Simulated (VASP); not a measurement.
# Ba in VASP: a series of runs

The runs below take Ba through single point, with LDA.

All numbers are computed with VASP 6.6.1; they aren't measurements. Logs are shortened: lines on timing, memory, paths and dates and some standing lists are left out, and cuts for length are marked.

## Step 1: The cell of the first run

It takes space group Im-3m (No. 229, cubic). Conventional cell: a = 4.600 Å, b = 4.600 Å, c = 4.600 Å, α = 90.00°, β = 90.00°, γ = 90.00°. Within 5.2 Å of Ba (site symmetry m-3m) lie 14 Ba at 3.98 to 4.60 Å.

## Step 2: Single point, LDA (strain -0.080 along x and y, -0.080 along z)

INCAR

```
PREC     = Accurate       # precision mode
ENCUT    = 520            # plane-wave cutoff, eV
EDIFF    = 1E-6           # SCF threshold, eV
ISMEAR   = 0              # smearing method
SIGMA    = 0.15           # smearing width, eV
LREAL    = False          # projectors in reciprocal space
LASPH    = True           # aspherical terms in the spheres
NELM     = 80             # most SCF steps
ALGO     = Normal         # electronic algorithm
ISIF     = 2              # what is computed and relaxed
LWAVE    = False          # write WAVECAR
LCHARG   = True           # write CHGCAR
LELF     = True           # ELF
LVHAR    = True         
NBANDS   = 11             # bands
```

KPOINTS

```
regular mesh
0
Gamma
  14 14 14
```

POSCAR

```
Ba
1.0
   -2.3000000000      2.3000000000      2.3000000000
    2.3000000000     -2.3000000000      2.3000000000
    2.3000000000      2.3000000000     -2.3000000000
Ba
1
Direct
    0.0000000000      0.0000000000      0.0000000000
```

Potentials or basis: VASP PAW LDA potentials, release 64 (Ba_sv).

Started as:

```sh
$ cat potpaw_LDA.64/Ba_sv/POTCAR > POTCAR
$ mpirun -np 1 vasp_std > vasp.out
```

OUTCAR:

```text
PREC = Accurate
   ENCUT = 520
   EDIFF = 1E-6
   ISMEAR = 0
   LREAL = False
   LASPH = True
   NELM = 80
   ISIF = 2

 ion  position               nearest neighbor table
   1  0.000  0.000  0.000-

  LATTYP: Found a body centered cubic cell.
 ALAT       =     4.6000000000

  Lattice vectors:

 A1 = (  -2.3000000000,   2.3000000000,   2.3000000000)
 A2 = (   2.3000000000,  -2.3000000000,   2.3000000000)
 A3 = (   2.3000000000,   2.3000000000,  -2.3000000000)

Analysis of symmetry for initial positions (statically):
=====================================================================
 Subroutine PRICEL returns:
 Original cell was already a primitive cell.

 Routine SETGRP: Setting up the symmetry group for a
 body centered cubic supercell.

 Subroutine GETGRP returns: Found 48 space group operations
 (whereof 48 operations were pure point group operations)
 out of a pool of 48 trial point group operations.

The static configuration has the point symmetry O_h .

Analysis of symmetry for dynamics (positions and initial velocities):
=====================================================================
 Subroutine PRICEL returns:
 Original cell was already a primitive cell.

 Routine SETGRP: Setting up the symmetry group for a
 body centered cubic supercell.

 Subroutine GETGRP returns: Found 48 space group operations
 (whereof 48 operations were pure point group operations)
 out of a pool of 48 trial point group operations.

The dynamic configuration has the point symmetry O_h .

 Subroutine INISYM returns: Found 48 space group operations
 (whereof 48 operations are pure point group operations),
 and found     1 'primitive' translations

----------------------------------------------------------------------------------------

                                     Primitive cell

  volume of cell :      48.6680

  direct lattice vectors                    reciprocal lattice vectors
    -2.300000000  2.300000000  2.300000000     0.000000000  0.217391304  0.217391304
     2.300000000 -2.300000000  2.300000000     0.217391304  0.000000000  0.217391304
     2.300000000  2.300000000 -2.300000000     0.217391304  0.217391304  0.000000000

  length of vectors
     3.983716857  3.983716857  3.983716857     0.307437731  0.307437731  0.307437731

  position of ions in fractional coordinates (direct lattice)
     0.000000000  0.000000000  0.000000000

  ion indices of the primitive-cell ions
   primitive index   ion index
                 1           1

----------------------------------------------------------------------------------------

 KPOINTS: regular mesh

Automatic generation of k-mesh.
 Grid dimensions read from file:
 generate k-points for:   14   14   14

 Generating k-lattice:

  Cartesian coordinates                     Fractional coordinates (reciprocal lattice)
     0.000000000  0.015527950  0.015527950     0.071428571  0.000000000  0.000000000
     0.015527950  0.000000000  0.015527950     0.000000000  0.071428571  0.000000000
     0.015527950  0.015527950  0.000000000     0.000000000  0.000000000  0.071428571

  Length of vectors
     0.021959838  0.021959838  0.021959838

  Shift w.r.t. Gamma in fractional coordinates (k-lattice)
     0.000000000  0.000000000  0.000000000

 Subroutine IBZKPT returns following result:
 ===========================================

 Found    104 irreducible k-points:

 Following reciprocal coordinates:
            Coordinates               Weight
  0.000000  0.000000  0.000000      1.000000
  0.071429  0.000000  0.000000     12.000000
  0.142857  0.000000  0.000000     12.000000
  0.214286  0.000000  0.000000     12.000000
  0.285714  0.000000  0.000000     12.000000
  0.357143  0.000000  0.000000     12.000000
[... 16 lines left out ...]
  0.285714  0.285714  0.000000     24.000000
  0.357143  0.285714  0.000000     24.000000
 [... further k-points ...]
   k-points           NKPTS =    104   k-points in BZ     NKDIM =    104   number of bands    NBANDS=     11
   number of dos      NEDOS =    301   number of ions     NIONS =      1
   total plane-waves  NPLWV =  27000
   dimension x,y,z NGX =    30 NGY =   30 NGZ =   30
   dimension x,y,z NGXF=    60 NGYF=   60 NGZF=   60
   ions per type =               1
   NGX,Y,Z   is equivalent  to a cutoff of  12.52, 12.52, 12.52 a.u.
   NGXF,Y,Z  is equivalent  to a cutoff of  25.04, 25.04, 25.04 a.u.
 SYSTEM =  unknown system
   PREC   = accura    normal or accurate (medium, high low for compatibility)
   ISTART =      0    job   : 0-new  1-cont  2-samecut
   ICHARG =      2    charge: 1-file 2-atom 10-const
   ISPIN  =      1    spin polarized calculation?
   LNONCOLLINEAR =      F non collinear calculations
   LSORBIT =      F    spin-orbit coupling
   LASPH  =      T    aspherical Exc in radial PAW
   ENCUT  =  520.0 eV  38.22 Ry    6.18 a.u.   7.41  7.41  7.41*2*pi/ulx,y,z
   NELM   =     80;   NELMIN=  2; NELMDL= -5     # of ELM steps
   EDIFF  = 0.1E-05   stopping-criterion for ELM
   LREAL  =      F    real-space projection
   EDIFFG = 0.1E-04   stopping-criterion for IOM
   NSW    =      0    number of steps for IOM
   IBRION =     -1    ionic relax: 0-MD 1-quasi-New 2-CG
   NFREE  =      0    steps in history (QN), initial steepest desc. (CG)
   ISIF   =      2    stress and relaxation
   ISYM   =      2    0-nonsym 1-usesym 2-fastsym
   POTIM  = 0.5000    time-step for ionic-motion
   TEBEG  =    0.0;   TEEND  =   0.0 temperature during run
   PSTRESS=    0.0 pullay stress
   NELECT =      10.0000    total number of electrons
   NUPDOWN=      -1.0000    fix difference up-down
   EMIN   =  10.00;   EMAX   =-10.00  energy-range for DOS
   EFERMI =   0.00;   METHOD = LEGACY
   ISMEAR =     0;   SIGMA  =   0.15  broadening in eV -4-tet -1-fermi 0-gaus
   EFERMI_NEDOS =   21; number of points for ismear=-14 and -15
   IALGO  =     38    algorithm
   IMIX   =      4    mixing-type and parameters
     AMIX     =   0.40;   BMIX     =  1.00
     AMIX_MAG =   1.60;   BMIX_MAG =  1.00
  volume/ion in A,a.u.               =      48.67       328.43
  Fermi-wavevector in a.u.,A,eV,Ry     =   0.966037  1.825545 12.697325  0.933227
  Thomas-Fermi vector in A             =   2.095804
   LORBIT       =      0    0 simple, 1 ext, 2 COOP (PROOUT), +10 PAW based schemes
   GGA     = CA    functional components
   LHFCALC =     F    Hartree Fock is set to
   AEXX    =    0.0000 exact exchange contribution
   IVDW    =     0    specifies the selected vdW correction
   LEPSILON=     F    determine dielectric tensor
   LRPA    =     F    only Hartree local field effects (RPA)
 non-spin polarized calculation
 Gauss-broadening in eV      SIGMA  =   0.15
  energy-cutoff  :      520.00
  volume of cell :       48.67
 maximum number of plane-waves:      1326
 NGX is ok and might be reduce to    30
   NGX = 15   NGY = 15   NGZ = 15

 number of electron      10.0000000 magnetization

 Free energy of the ion-electron system (eV)
  ---------------------------------------------------
  ext. energy  EPLUGINS =         0.00000000
  ---------------------------------------------------
  free energy    TOTEN  =        -2.23417763 eV

  energy without entropy =       -2.22029543  energy(sigma->0) =       -2.22723653

 E-fermi :   2.3642     XC(G=0):  -8.5026

 val. band max:        2.3273214132   @ k =   0.3571   0.2857   0.0000
 cond. band min:       2.3751423371   @ k =  -0.3571   0.5000   0.2143
 fundamental gap:      0.0478209239
 Fermi energy:         2.3641855140

 k-point     1 :       0.0000    0.0000    0.0000
  band No.  band energies     occupation
      1     -26.0882      2.00000
      2     -10.8057      2.00000
      3     -10.8057      2.00000
      4     -10.8057      2.00000
      5      -0.4262      2.00000
      6       4.4087      0.00000
      7       4.4087      0.00000
      8       4.4087      0.00000
      9       6.2661      0.00000
     10       6.2661      0.00000
     11      10.1036      0.00000

 k-point     2 :       0.0714    0.0000    0.0000
  band No.  band energies     occupation
      1     -26.0819      2.00000
      2     -10.8637      2.00000
      3     -10.8223      2.00000
      4     -10.8064      2.00000
      5      -0.2918      2.00000
      6       4.3008      0.00000
      7       4.3613      0.00000
      8       4.5430      0.00000
      9       6.0654      0.00000
     10       6.2499      0.00000
     11      10.2622      0.00000

 k-point     3 :       0.1429    0.0000    0.0000
  band No.  band energies     occupation
      1     -26.0640      2.00000
      2     -11.0214      2.00000
      3     -10.8684      2.00000
      4     -10.8083      2.00000
      5       0.0796      2.00000
      6       4.0304      0.00000
      7       4.1598      0.00000
      8       4.9398      0.00000
      9       5.8207      0.00000
     10       6.2300      0.00000
     11      10.6573      0.00000

 k-point     4 :       0.2143    0.0000    0.0000
  band No.  band energies     occupation
      1     -26.0380      2.00000
      2     -11.2377      2.00000
      3     -10.9337      2.00000
      4     -10.8111      2.00000
      5       0.5878      2.00000
      6       3.6992      0.00000
      7       3.8418      0.00000
      8       5.5819      0.00000
      9       5.8557      0.00000
     10       6.2623      0.00000
     11      10.9603      0.00000
[... 239 lines left out ...]
 k-point    22 :       0.3571    0.2143    0.0000
  band No.  band energies     occupation
      1     -25.9473      2.00000
      2     -11.6919      2.00000
      3     -11.3002      2.00000
      4     -10.9199      2.00000
      5       2.0240      1.99866
      6       3.0214      0.00000
      7       3.7743      0.00000
      8       6.1571      0.00000
      9       7.0756      0.00000
     10       9.3232      0.00000
     11       9.8671      0.00000

 k-point    23 :       0.2857    0.2857    0.0000
  band No.  band energies     occupation
      1     -25.9459      2.00000
      2     -11.6364      2.00000
      3     -11.3656      2.00000
      4     -10.9311      2.00000
      5       2.2634      1.65809
      6       2.9980      0.00000
      7       3.5421      0.00000
      8       6.3166      0.00000
      9       6.8715      0.00000
     10       9.1420      0.00000
     11      10.0053      0.00000

 k-point    24 :       0.3571    0.2857    0.0000
  band No.  band energies     occupation
      1     -25.9417      2.00000
      2     -11.5984      2.00000
      3     -11.4419      2.00000
      4     -10.9362      2.00000
      5       2.3273      1.27183
      6       3.1031      0.00000
      7       3.4439      0.00000
      8       6.4753      0.00000
      9       6.9019      0.00000
     10       8.7544      0.00000
     11      10.4967      0.00000

 [... further k-points ...]

------------------------ aborting loop because EDIFF is reached ----------------------------------------

  FORCE on cell =-STRESS in cart. coord.  units (eV):
  Direction    XX          YY          ZZ          XY          YZ          ZX
  --------------------------------------------------------------------------------------
  -------------------------------------------------------------------------------------
  Total        0.4099134      0.4099134      0.4099134      0.0000000      0.0000000      0.0000000
  in kB       13.4945757     13.4945757     13.4945757      0.0000000      0.0000000      0.0000000
  external PRESSURE =      13.4945757 kB  Pullay stress =       0.0000000 kB

 VOLUME and BASIS-vectors are now :
 -----------------------------------------------------------------------------
  energy-cutoff  :      520.00
  volume of cell :       48.67
      direct lattice vectors                 reciprocal lattice vectors
    -2.300000000  2.300000000  2.300000000     0.000000000  0.217391304  0.217391304
     2.300000000 -2.300000000  2.300000000     0.217391304  0.000000000  0.217391304
     2.300000000  2.300000000 -2.300000000     0.217391304  0.217391304  0.000000000

 POSITION                                       TOTAL-FORCE (eV/Angst)
 -----------------------------------------------------------------------------------
      0.00000      0.00000      0.00000         0.000000      0.000000      0.000000
 -----------------------------------------------------------------------------------
    total drift:                               -0.000000     -0.000000      0.000000

  FREE ENERGIE OF THE ION-ELECTRON SYSTEM (eV)
  ---------------------------------------------------
  free  energy   TOTEN  =        -2.2341776278 eV

  energy  without entropy=       -2.2202954252  energy(sigma->0) =       -2.22723653
```

It took 48 s on 1 thread of Intel Xeon 8259CL, shared host; peak memory 0.19 GiB.

What came out:

```
Free energy            : -2.2342 eV
Pressure               : 1.3 GPa
Band gap on the k mesh : zero (bands 5 and 6 overlap by 1.64 eV)
```

Levels at points of the mesh, in eV from the Fermi level:
```tsv
k point	band 2	band 3	band 4	band 5	band 6	band 7	band 8	band 9
(0.00, 0.00, 0.00)	-13.17	-13.17	-13.17	-2.79	2.04	2.04	2.04	3.90
(0.50, 0.00, 0.00)	-14.20	-13.49	-13.18	-1.10	0.57	2.33	3.97	4.70
(0.50, 0.50, 0.50)	-13.86	-13.86	-13.86	-0.96	-0.96	5.82	5.82	5.82
```

Caveat: the cell differs from its parent crystal (strain -0.080 along x and y, -0.080 along z); spin-orbit coupling is left out, which moves the levels of the heavy elements.

## Step 3: Single point, LDA (strain +0.080 along x and y, +0.080 along z)

INCAR

```
ALGO     = Normal         # electronic algorithm
EDIFF    = 1E-6           # SCF threshold, eV
ENCUT    = 520            # plane-wave cutoff, eV
GGA      = CA             # functional
ISIF     = 2              # what is computed and relaxed
ISMEAR   = 0              # smearing method
LASPH    = T              # aspherical terms in the spheres
LCHARG   = F              # write CHGCAR
LREAL    = F              # projectors in reciprocal space
LWAVE    = F              # write WAVECAR
NBANDS   = 11             # bands
NELM     = 60             # most SCF steps
PREC     = Accurate       # precision mode
SIGMA    = 0.15           # smearing width, eV
```

KPOINTS

```
k-points
0
Gamma
  14 14 14
```

POSCAR

```
Ba
1.0
   -2.7000000000      2.7000000000      2.7000000000
    2.7000000000     -2.7000000000      2.7000000000
    2.7000000000      2.7000000000     -2.7000000000
Ba
1
Direct
    0.0000000000      0.0000000000      0.0000000000
```

Potentials or basis: VASP PAW LDA potentials, release 64 (Ba_sv).

Started as:

```sh
$ cat potpaw_LDA.64/Ba_sv/POTCAR > POTCAR
$ mpirun -np 1 vasp_std > vasp.out
```

Run time: 72 s. Hardware: 1 thread of Intel Xeon 8259CL, shared host; peak memory 0.23 GiB.

Results (log left out):

```yaml
Free_energy: -2.0390 eV
Pressure: -2.2 GPa
Band_gap_on_the_k_mesh: zero (bands 5 and 6 overlap by 0.55 eV)
```

Levels at points of the mesh, in eV from the Fermi level:
| k point | band 1 | band 2 | band 3 | band 4 | band 5 | band 6 | band 7 | band 8 | band 9 | band 10 |
| --- | --- | --- | --- | --- | --- | --- | --- | --- | --- | --- |
| (0.00, 0.00, 0.00) | -29.26 | -14.30 | -14.30 | -14.30 | -2.62 | 1.47 | 1.47 | 1.47 | 2.64 | 2.64 |
| (0.50, 0.00, 0.00) | -29.24 | -14.52 | -14.38 | -14.30 | -0.82 | 0.61 | 0.77 | 2.50 | 2.99 | 4.05 |
| (0.50, 0.50, 0.50) | -29.23 | -14.46 | -14.46 | -14.46 | -0.30 | -0.30 | 3.39 | 3.39 | 3.39 | 3.70 |

Caveat: the cell differs from its parent crystal (strain +0.080 along x and y, +0.080 along z); spin-orbit coupling is left out, which moves the levels of the heavy elements.

(Continued in part 2 of 2.)
